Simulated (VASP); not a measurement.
Input of a VASP 6.6.1 run:

The input INCAR:

```
ALGO = Normal ; EDIFF = 1E-8
ENCUT = 600 ; GGA = PE
GGA_COMPAT = F ; IBRION = 8
ISIF = 2 ; ISMEAR = 0
LASPH = T ; LCHARG = T
LREAL = F ; LWAVE = F
NBANDS = 15 ; NELM = 120
NSW = 1 ; PREC = Accurate
SIGMA = 0.01
```

File KPOINTS:

```
k-points
0
Gamma
  3 3 3
```

POSCAR

```
BaO
1.0
    0.0000000000      2.8050000000      2.8050000000
    2.8050000000      0.0000000000      2.8050000000
    2.8050000000      2.8050000000      0.0000000000
Ba O
1 1
Direct
    0.0000000000      0.0000000000      0.0000000000
    0.5000000000      0.5000000000      0.5000000000
```

Potentials or basis: VASP PAW PBE potentials, release 64 (Ba_sv, O).

Run with:

```sh
$ cat potpaw_PBE.64/Ba_sv/POTCAR potpaw_PBE.64/O/POTCAR > POTCAR
$ mpirun -np 1 vasp_std > vasp.out
```

Problem. Estimate the highest phonon frequency at Γ, LO-TO splitting left out.

Solution. 7 cm⁻¹.

Phonon frequencies in cm⁻¹ (negative: imaginary):
| q point | frequencies |
| --- | --- |
| (0.000, 0.000, 0.000) | -8 -8 -8 7 7 7 |

Caveat: the k points lie up to 0.65 Å⁻¹ apart.
